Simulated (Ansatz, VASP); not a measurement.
# One calculation of Ti3Al, two programs

File INCAR:

```
SYSTEM = Ti3Al
  PREC = Accurate
  ENCUT = 520
  EDIFF = 1E-6
  ISMEAR = 0
  SIGMA = 0.1
  LREAL = .False.
  LASPH = .True.
  NELM = 80
  ALGO = Fast
  ISIF = 2
  LWAVE = .False.
  LCHARG = .False.
  GGA = PS
  NBANDS = 28
```

KPOINTS

```
regular mesh
0
Gamma
  14 14 4
  0 0 0
```

POSCAR

```
Ti3Al
1.0
    2.9184961174     -0.0132032154      0.0292754222
   -1.4706823786      2.5116811050     -0.0192773576
    0.0922636200     -0.0168842425      9.1516284678
Ti Al
3 1
Direct
    0.6315963955      0.3012861684     -0.0005050745
    0.3035480885      0.6795801970      0.7537501736
    0.3588520879      0.6722872491      0.2447411061
    0.7060034281      0.3468463855      0.5020127110
```

Input for Ansatz:

```yaml
crystal:
  lattice:
    - [2.9184961174, -0.0132032154, 0.0292754222]
    - [-1.4706823786, 2.511681105, -0.0192773576]
    - [0.09226362, -0.0168842425, 9.1516284678]
  atoms:
    - { symbol: Ti, position: [0.6315963955, 0.3012861684, -0.0005050745] }
    - { symbol: Ti, position: [0.3035480885, 0.679580197, 0.7537501736] }
    - { symbol: Ti, position: [0.3588520879, 0.6722872491, 0.2447411061] }
    - { symbol: Al, position: [0.7060034281, 0.3468463855, 0.502012711] }
basis:
  ecutwfc: 420
kpoints:
  mp_grid: { grid: [14, 14, 4] }
hamiltonian:
  xc: pbesol
scf:
  occupations: { method: gaussian, width: 0.1 }
output:
  forces: true
  stress: true
  eigenvalues: true
```

Change from the starting cell: all atoms moved at random, cell strained at random.

Alike in both runs: task single point; functional PBEsol; k mesh 14 × 14 × 4; occupations gaussian, width 0.1 eV; no spin polarisation.

```csv
,VASP,Ansatz
version,VASP 6.6.1,Ansatz 0.2.0
potentials or method,"VASP PAW PBE potentials, release 64 (Ti_sv, Al), cutoff 520 eV","scalar-relativistic, plane waves, PAW"
valence electrons in the cell,39,39
```

Ansatz gave:

* gap on the k mesh at the Fermi level (eV): none
* pressure (GPa): -0.7
* traceless stress, the component that is largest in VASP (GPa): -1.39
* rms of the force components (eV/Å): 0.175

Task: Which values does VASP return?

Result: gap on the k mesh at the Fermi level (eV): none; pressure (GPa): -0.9; traceless stress, the component that is largest in VASP (GPa): -1.40; rms of the force components (eV/Å): 0.172.

VASP's potentials were made for PBE, not for PBEsol. Atom by atom the forces differ by 0.005 eV/Å (rms over components). A gap of «none» marks a metal or a gap that the smearing closes. The functional is the same, so the differences come from potentials, cutoffs and numerics.
